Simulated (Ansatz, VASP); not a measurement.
TePb in VASP and in Ansatz

```
Pb Te
1.0
     4.09675    0.00000    0.00000
     0.00000    4.09675    0.00000
     0.00000    0.00000    4.09675
Pb Te
1 1
Direct
  0.00000 0.00000 0.00000
  0.50000 0.50000 0.50000
```

Alike in both runs: task single point; functional PBE; k mesh 8 × 8 × 8; occupations gaussian, width 0.05 eV; no spin polarisation.

```csv
,VASP,Ansatz
version,VASP 6.6.1,Ansatz 0.2.0
potentials or method,"VASP PAW PBE potentials, release 64 (Pb_d, Te), cutoff 520 eV","scalar-relativistic, plane waves, PAW"
valence electrons in the cell,20,30
```

|  | VASP | Ansatz | Ansatz less VASP |
| --- | --- | --- | --- |
| gap on the k mesh at the Fermi level (eV) | none | none | - |
| pressure (GPa) | -2.6 | -2.5 | +0.04 |

A gap of «none» marks a metal or a gap that the smearing closes. With one functional, cell and mesh, what is left measures potentials, basis and numerics. VASP's potentials hold 20 valence electrons a cell and Ansatz's 30, so a difference there can come from the potentials and not from the codes.

Spin-orbit coupling is off throughout.
